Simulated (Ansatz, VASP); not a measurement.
**BN in VASP and in Ansatz**

```xyz
4
Lattice="2.5857 0.0000 0.0000 -1.2929 2.2393 0.0000 0.0000 0.0000 4.2814" Properties=species:S:1:pos:R:3 pbc="T T T"
B     1.2929    0.7464    0.0000
B     0.0000    1.4929    2.1407
N     1.2929    0.7464    1.6055
N     0.0000    1.4929    3.7462
```

Alike in both runs: task single point; functional PBE; k mesh 8 × 8 × 4; no spin polarisation.

|  | VASP | Ansatz |
| --- | --- | --- |
| version | VASP 6.6.1 | Ansatz 0.2.0 |
| potentials or method | VASP PAW PBE potentials, release 64 (B, N), cutoff 600 eV | plane waves, PAW |
| occupations | gaussian, width 0.01 eV | fixed |
| valence electrons in the cell | 16 | 16 |

|  | VASP | Ansatz | Ansatz less VASP |
| --- | --- | --- | --- |
| pressure (GPa) | -13.2 | -13.0 | +0.13 |
| traceless stress, the component that is largest in VASP (GPa) | -0.80 | -0.79 | +0.014 |

Ansatz's warnings: stress scf threshold loose.
